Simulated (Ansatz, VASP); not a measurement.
**Mo in VASP and in Ansatz**

```
Mo
1.0
    -1.58138    1.58138    1.58138
     1.58138   -1.58138    1.58138
     1.58138    1.58138   -1.58138
Mo
1
Direct
  0.00000 0.00000 0.00000
```

Alike in both runs: task single point; functional PBE; k mesh 14 × 14 × 14; occupations fermi-dirac, width 1 eV; no spin polarisation.

```csv
,VASP,Ansatz
version,VASP 6.6.1,Ansatz 0.2.0
potentials or method,"VASP PAW PBE potentials, release 64 (Mo_sv), cutoff 520 eV","plane waves (420 eV) with PAW, scalar-relativistic"
valence electrons in the cell,14,14
```

VASP gave:

* pressure (GPa): 20.8

Problem. Estimate Ansatz's values.

Solution. Pressure (GPa): 20.3.

The functional is the same, so the differences come from potentials, cutoffs and numerics.
